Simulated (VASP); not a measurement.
# Ru5C in VASP: a series of runs

Runs on Ru5C. Level: PBE. Tasks: single point.

Program: VASP 6.6.1. These are calculated values, not measurements. Logs are shortened: lines on timing, memory, paths and dates and some standing lists are left out, and cuts for length are marked.

## 1. The cell of the first run

The cell holds a slab with vacuum, 6 atoms: a = 2.720 Å, b = 2.720 Å, c = 24.036 Å, α = 90.00°, β = 90.00°, γ = 120.00°.

## 2. Single point, PBE

The input, INCAR:

```
SYSTEM = Ru5C
ALGO     = Normal         ! electronic algorithm
DIPOL    = 0.5 0.5 0.383
EDIFF    = 1E-7           ! SCF threshold, eV
ENCUT    = 520            ! plane-wave cutoff, eV
GGA      = PE             ! functional
IDIPOL   = 3            
ISIF     = 2              ! what is computed and relaxed
ISMEAR   = 0              ! smearing method
LASPH    = .True.         ! aspherical terms in the spheres
LCHARG   = .False.        ! write CHGCAR
LDIPOL   = .True.       
LREAL    = .False.        ! projectors in reciprocal space
LWAVE    = .False.        ! write WAVECAR
NBANDS   = 46             ! bands
NELM     = 60             ! most SCF steps
PREC     = Accurate       ! precision mode
SIGMA    = 0.1            ! smearing width, eV
```

The input, KPOINTS:

```
k-points
0
Gamma
  12 12 1
  0 0 0
```

The input, POSCAR:

```
Ru5C
1.0
    2.7197977465      0.0000000000      0.0000000000
   -1.3598988732      2.3554139416      0.0000000000
    0.0000000000      0.0000000000     24.0359895925
Ru C
5 1
Direct
    0.6666666667      0.3333333333      0.1664171132
    0.3333333333      0.6666666667      0.2557968275
    0.6666666667      0.3333333333      0.3452060919
    0.3333333333      0.6666666667      0.4352311869
    0.6666666667      0.3333333333      0.5215507997
    0.6666666667      0.8333333334      0.5759393338
```

Potentials or basis: VASP PAW PBE potentials, release 64 (Ru_pv, C).

Launch:

```
$ cat potpaw_PBE.64/Ru_pv/POTCAR potpaw_PBE.64/C/POTCAR > POTCAR
$ mpirun -np 1 vasp_std > vasp.out
```

OUTCAR:

```text
SYSTEM = Ru5C
   EDIFF = 1E-7
   ENCUT = 520
   GGA = PE
   ISIF = 2
   ISMEAR = 0
   LASPH = .True.
   LREAL = .False.
   NELM = 60
   PREC = Accurate

 ion  position               nearest neighbor table
   1  0.667  0.333  0.166-   2 2.66   2 2.66   2 2.66
   2  0.333  0.667  0.256-   1 2.66   1 2.66   1 2.66   3 2.66   3 2.66   3 2.66
   3  0.667  0.333  0.345-   2 2.66   2 2.66   2 2.66   4 2.67   4 2.67   4 2.67
   4  0.333  0.667  0.435-   5 2.60   5 2.60   5 2.60   3 2.67   3 2.67   3 2.67
   5  0.667  0.333  0.522-   6 1.89   6 1.89   4 2.60   4 2.60   4 2.60   6 2.69   6 2.69
   6  0.667  0.833  0.576-   5 1.89   5 1.89   5 2.69   5 2.69

  LATTYP: Found a hexagonal cell.
 ALAT       =     2.7197977465
 C/A-ratio  =     8.8374180115

  Lattice vectors:

 A1 = (   2.7197977465,   0.0000000000,   0.0000000000)
 A2 = (  -1.3598988732,   2.3554139416,   0.0000000000)
 A3 = (   0.0000000000,   0.0000000000,  24.0359895925)

Analysis of symmetry for initial positions (statically):
=====================================================================
 Subroutine PRICEL returns:
 Original cell was already a primitive cell.

 Routine SETGRP: Setting up the symmetry group for a
 hexagonal supercell.

 Subroutine GETGRP returns: Found  2 space group operations
 (whereof  2 operations were pure point group operations)
 out of a pool of 24 trial point group operations.

The static configuration has the point symmetry C_1h.

Analysis of symmetry for dynamics (positions and initial velocities):
=====================================================================
 Subroutine PRICEL returns:
 Original cell was already a primitive cell.

 Routine SETGRP: Setting up the symmetry group for a
 hexagonal supercell.

 Subroutine GETGRP returns: Found  2 space group operations
 (whereof  2 operations were pure point group operations)
 out of a pool of 24 trial point group operations.

The dynamic configuration has the point symmetry C_1h.

 Subroutine INISYM returns: Found  2 space group operations
 (whereof  2 operations are pure point group operations),
 and found     1 'primitive' translations

----------------------------------------------------------------------------------------

                                     Primitive cell

  volume of cell :     153.9805

  direct lattice vectors                    reciprocal lattice vectors
     2.719797746  0.000000000  0.000000000     0.367674398  0.212276913  0.000000000
    -1.359898873  2.355413942  0.000000000     0.000000000  0.424553826  0.000000000
[... 106 lines left out ...]
   EMIN   =  10.00;   EMAX   =-10.00  energy-range for DOS
   EFERMI =   0.00;   METHOD = LEGACY
   ISMEAR =     0;   SIGMA  =   0.10  broadening in eV -4-tet -1-fermi 0-gaus
   EFERMI_NEDOS =   21; number of points for ismear=-14 and -15
   IALGO  =     38    algorithm
   IMIX   =      4    mixing-type and parameters
     AMIX     =   0.40;   BMIX     =  1.00
     AMIX_MAG =   1.60;   BMIX_MAG =  1.00
  volume/ion in A,a.u.               =      25.66       173.19
  Fermi-wavevector in a.u.,A,eV,Ry     =   1.282321  2.423235 22.372704  1.644347
  Thomas-Fermi vector in A             =   2.414639
   LORBIT       =      0    0 simple, 1 ext, 2 COOP (PROOUT), +10 PAW based schemes
   GGA     = PE    functional components
   LHFCALC =     F    Hartree Fock is set to
   AEXX    =    0.0000 exact exchange contribution
   IVDW    =     0    specifies the selected vdW correction
   LEPSILON=     F    determine dielectric tensor
   LRPA    =     F    only Hartree local field effects (RPA)
 non-spin polarized calculation
 Gauss-broadening in eV      SIGMA  =   0.10
  energy-cutoff  :      520.00
  volume of cell :      153.98
 maximum number of plane-waves:      4185
   NGX = 11   NGY = 11   NGZ = 89

 dipolmoment           0.000000      0.000000     -0.000191 electrons x Angstroem

 number of electron      74.0000016 magnetization

 dipolmoment           0.000000      0.000000      0.029966 electrons x Angstroem

 Free energy of the ion-electron system (eV)
  ---------------------------------------------------
  ext. energy  EPLUGINS =         0.00000000
  ---------------------------------------------------
  free energy    TOTEN  =       -50.64626285 eV

  energy without entropy =      -50.61918730  energy(sigma->0) =      -50.63272507

 E-fermi :   3.2015     XC(G=0):  -7.5404

 val. band max:        3.1934744967   @ k =   0.2500   0.0833   0.0000
 cond. band min:       3.2052132240   @ k =   0.5000   0.4167   0.0000
 fundamental gap:      0.0117387273
 Fermi energy:         3.2014982098

 k-point     1 :       0.0000    0.0000    0.0000
  band No.  band energies     occupation
      1     -40.6696      2.00000
      2     -40.3012      2.00000
      3     -40.2616      2.00000
      4     -39.9321      2.00000
      5     -39.9115      2.00000
      6     -39.5966      2.00000
[... 1165 lines left out ...]
     45       5.7028      0.00000
     46       6.0588      0.00000

 [... further k-points ...]

------------------------ aborting loop because EDIFF is reached ----------------------------------------

 vacuum level on the upper side and lower side of the slab       (xc-potential included)         0.305        -0.541

  FORCE on cell =-STRESS in cart. coord.  units (eV):
  Direction    XX          YY          ZZ          XY          YZ          ZX
  --------------------------------------------------------------------------------------
  -------------------------------------------------------------------------------------
  Total        2.1835726      4.1333296      2.5868910     -1.6885391      0.3445998      0.5968641
  in kB       22.7202109     43.0075562     26.9167647    -17.5693564      3.5855823      6.2104092
  external PRESSURE =      30.8815106 kB  Pullay stress =       0.0000000 kB

 VOLUME and BASIS-vectors are now :
 -----------------------------------------------------------------------------
  energy-cutoff  :      520.00
  volume of cell :      153.98
      direct lattice vectors                 reciprocal lattice vectors
     2.719797746  0.000000000  0.000000000     0.367674398  0.212276913  0.000000000
    -1.359898873  2.355413942  0.000000000     0.000000000  0.424553826  0.000000000
     0.000000000  0.000000000 24.035989592     0.000000000  0.000000000  0.041604278

 POSITION                                       TOTAL-FORCE (eV/Angst)
 -----------------------------------------------------------------------------------
      1.35990      0.78514      4.00000         0.003571      0.002062      0.692075
     -0.00000      1.57028      6.14833        -0.013881     -0.008014     -0.441066
      1.35990      0.78514      8.29737        -0.011599     -0.006696     -0.212155
     -0.00000      1.57028     10.46121        -0.397844     -0.229695     -2.300075
      1.35990      0.78514     12.53599         0.676450      0.390548      2.205206
      0.67995      1.96284     13.84327        -0.256698     -0.148205      0.056016
 -----------------------------------------------------------------------------------
    total drift:                                0.000019      0.000011      0.000153

  FREE ENERGIE OF THE ION-ELECTRON SYSTEM (eV)
  ---------------------------------------------------
  free  energy   TOTEN  =       -50.6462628487 eV

  energy  without entropy=      -50.6191872958  energy(sigma->0) =      -50.63272507

 vacuum level on the upper side and lower side of the slab         9.069         8.193
```

It took 6.1 min on 1 thread of Intel Xeon 6975P-C (Granite Rapids), shared host; peak memory 0.38 GiB.

What came out:

```yaml
Free_energy: -50.6463 eV
Largest_force: 2.346 eV/Å
Band_gap_on_the_k_mesh: zero (bands 37 and 38 overlap by 2.39 eV)
```

Forces on the atoms (eV/Å):
```
Ru   0.004  0.002  0.692
Ru  -0.014 -0.008 -0.441
Ru  -0.012 -0.007 -0.212
Ru  -0.398 -0.230 -2.300
Ru   0.676  0.391  2.205
C   -0.257 -0.148  0.056
```

## 3. Single point, PBE

The input, INCAR:

```
SYSTEM = Ru5C
ALGO = Normal
DIPOL = 0.5 0.5 0.385
EDIFF = 1E-6
ENCUT = 520
GGA = PE
IDIPOL = 3
ISIF = 2
ISMEAR = 0
LASPH = .True.
LCHARG = .True.
LDIPOL = .True.
LELF = .True.
LREAL = .False.
LVACPOTAV = .True.
LVHAR = .True.
LWAVE = .False.
NBANDS = 46
NELM = 80
PREC = Accurate
SIGMA = 0.1
```

KPOINTS is that of step 2.

The input, POSCAR:

```
Ru5C
1.0
    2.7197977465      0.0000000000      0.0000000000
   -1.3598988732      2.3554139416      0.0000000000
    0.0000000000      0.0000000000     24.0359895925
Ru C
5 1
Direct
    0.6666666666      0.3333333333      0.1664171132
    0.3333333334      0.6666666667      0.2557968275
    0.6666666666      0.3333333333      0.3452060919
    0.3333333334      0.6666666667      0.4352311869
    0.6666666666      0.3333333333      0.5215507997
    0.8333333333      0.6666666667      0.5872855594
```

Potentials or basis: VASP PAW PBE potentials, release 64 (Ru_pv, C).

Launch:

```
$ cat potpaw_PBE.64/Ru_pv/POTCAR potpaw_PBE.64/C/POTCAR > POTCAR
$ mpirun -np 1 vasp_std > vasp.out
```

OUTCAR:

```text
SYSTEM = Ru5C
   EDIFF = 1E-6
   ENCUT = 520
   GGA = PE
   ISIF = 2
   ISMEAR = 0
   LASPH = .True.
   LREAL = .False.
   NELM = 80
   PREC = Accurate

 ion  position               nearest neighbor table
   1  0.667  0.333  0.166-   2 2.66   2 2.66   2 2.66
   2  0.333  0.667  0.256-   1 2.66   1 2.66   1 2.66   3 2.66   3 2.66   3 2.66
   3  0.667  0.333  0.345-   2 2.66   2 2.66   2 2.66   4 2.67   4 2.67   4 2.67
   4  0.333  0.667  0.435-   5 2.60   5 2.60   5 2.60   3 2.67   3 2.67   3 2.67
   5  0.667  0.333  0.522-   6 1.76   4 2.60   4 2.60   4 2.60   6 2.61   6 2.61
   6  0.833  0.667  0.587-   5 1.76   5 2.61   5 2.61

  LATTYP: Found a hexagonal cell.
 ALAT       =     2.7197977465
 C/A-ratio  =     8.8374180115

  Lattice vectors:

 A1 = (   2.7197977465,   0.0000000000,   0.0000000000)
 A2 = (  -1.3598988732,   2.3554139416,   0.0000000000)
 A3 = (   0.0000000000,   0.0000000000,  24.0359895925)

Analysis of symmetry for initial positions (statically):
=====================================================================
 Subroutine PRICEL returns:
 Original cell was already a primitive cell.

 Routine SETGRP: Setting up the symmetry group for a
 hexagonal supercell.

 Subroutine GETGRP returns: Found  2 space group operations
 (whereof  2 operations were pure point group operations)
 out of a pool of 24 trial point group operations.

The static configuration has the point symmetry C_1h.

Analysis of symmetry for dynamics (positions and initial velocities):
=====================================================================
 Subroutine PRICEL returns:
 Original cell was already a primitive cell.

 Routine SETGRP: Setting up the symmetry group for a
 hexagonal supercell.

 Subroutine GETGRP returns: Found  2 space group operations
 (whereof  2 operations were pure point group operations)
 out of a pool of 24 trial point group operations.

[... 133 lines left out ...]
   GGA     = PE    functional components
   LHFCALC =     F    Hartree Fock is set to
   AEXX    =    0.0000 exact exchange contribution
   IVDW    =     0    specifies the selected vdW correction
   LEPSILON=     F    determine dielectric tensor
   LRPA    =     F    only Hartree local field effects (RPA)
 non-spin polarized calculation
 Gauss-broadening in eV      SIGMA  =   0.10
  energy-cutoff  :      520.00
  volume of cell :      153.98
 maximum number of plane-waves:      4185
   NGX = 11   NGY = 11   NGZ = 89

 dipolmoment           0.000000      0.000000     -0.009805 electrons x Angstroem

 number of electron      74.0000015 magnetization

 dipolmoment           0.000000      0.000000      0.061743 electrons x Angstroem

 Free energy of the ion-electron system (eV)
  ---------------------------------------------------
  ext. energy  EPLUGINS =         0.00000000
  ---------------------------------------------------
  free energy    TOTEN  =       -50.29926787 eV

  energy without entropy =      -50.27360373  energy(sigma->0) =      -50.28643580

 E-fermi :   2.9581     XC(G=0):  -7.6344

 val. band max:        2.9540363397   @ k =  -0.1667   0.0833   0.0000
 cond. band min:       2.9635498732   @ k =   0.4167  -0.0000   0.0000
 fundamental gap:      0.0095135335
 Fermi energy:         2.9580511233

 k-point     1 :       0.0000    0.0000    0.0000
  band No.  band energies     occupation
      1     -40.7593      2.00000
      2     -40.5192      2.00000
      3     -40.1375      2.00000
      4     -39.9319      2.00000
      5     -39.8267      2.00000
      6     -39.8188      2.00000
[... 1165 lines left out ...]
     45       5.5872      0.00000
     46       6.3164      0.00000

 [... further k-points ...]

------------------------ aborting loop because EDIFF is reached ----------------------------------------

  FORCE on cell =-STRESS in cart. coord.  units (eV):
  Direction    XX          YY          ZZ          XY          YZ          ZX
  --------------------------------------------------------------------------------------
  -------------------------------------------------------------------------------------
  Total        0.5234827      1.1864574      1.8370349      0.0000000      2.4398938      0.0000000
  in kB        5.4468705     12.3451647     19.1144645      0.0000000     25.3872495      0.0000000
  external PRESSURE =      12.3021666 kB  Pullay stress =       0.0000000 kB

 VOLUME and BASIS-vectors are now :
 -----------------------------------------------------------------------------
  energy-cutoff  :      520.00
  volume of cell :      153.98
      direct lattice vectors                 reciprocal lattice vectors
     2.719797746  0.000000000  0.000000000     0.367674398  0.212276913  0.000000000
    -1.359898873  2.355413942  0.000000000     0.000000000  0.424553826  0.000000000
     0.000000000  0.000000000 24.035989592     0.000000000  0.000000000  0.041604278

 POSITION                                       TOTAL-FORCE (eV/Angst)
 -----------------------------------------------------------------------------------
      1.35990      0.78514      4.00000        -0.000000     -0.014562      0.673647
      0.00000      1.57028      6.14833        -0.000000     -0.060476     -0.456537
      1.35990      0.78514      8.29737         0.000000      0.015301     -0.087878
      0.00000      1.57028     10.46121        -0.000000     -0.441720     -1.999432
      1.35990      0.78514     12.53599        -0.000000     -0.180966      1.732012
      1.35990      1.57028     14.11599         0.000000      0.682423      0.138188
 -----------------------------------------------------------------------------------
    total drift:                                0.000000      0.000037      0.000217

  FREE ENERGIE OF THE ION-ELECTRON SYSTEM (eV)
  ---------------------------------------------------
  free  energy   TOTEN  =       -50.2992678688 eV

  energy  without entropy=      -50.2736037322  energy(sigma->0) =      -50.28643580

 vacuum level on the upper side and lower side of the slab         9.772         8.028
```

stdout:

```text
POSCAR found type information on POSCAR RuC
 POSCAR found :  2 types and       6 ions
 scaLAPACK will be used
 LDA part: xc-table for (Slater+PW92), standard interpolation
 POSCAR, INCAR and KPOINTS ok, starting setup
 FFT: planning ... GRIDC
 FFT: planning ... GRID_SOFT
 FFT: planning ... GRID
 WAVECAR not read
 entering main loop
 -----------------------------------------------------------------------------
|                                                                             |
|           W    W    AA    RRRRR   N    N  II  N    N   GGGG   !!!           |
|           W    W   A  A   R    R  NN   N  II  NN   N  G    G  !!!           |
|           W    W  A    A  R    R  N N  N  II  N N  N  G       !!!           |
|           W WW W  AAAAAA  RRRRR   N  N N  II  N  N N  G  GGG   !            |
|           WW  WW  A    A  R   R   N   NN  II  N   NN  G    G                |
|           W    W  A    A  R    R  N    N  II  N    N   GGGG   !!!           |
|                                                                             |
|     Did not find any points to average over, which means that no vacuum     |
|     field-free region was found. Please increase the size of  your cell     |
|     in the dimension of the dipole correction to obtain accurate            |
|     workfunction values.                                                    |
|                                                                             |
 -----------------------------------------------------------------------------
```

It took 5.8 min on 1 thread of Intel Xeon 6975P-C (Granite Rapids), shared host; peak memory 0.38 GiB.

What came out:

```yaml
Free_energy: -50.2993 eV
Largest_force: 2.048 eV/Å
Band_gap_on_the_k_mesh: zero (bands 37 and 38 overlap by 2.53 eV)
```

Forces on the atoms (eV/Å):
```
Ru   0.000 -0.015  0.674
Ru   0.000 -0.060 -0.457
Ru   0.000  0.015 -0.088
Ru   0.000 -0.442 -1.999
Ru   0.000 -0.181  1.732
C    0.000  0.682  0.138
```

(Continued in part 2 of 2.)
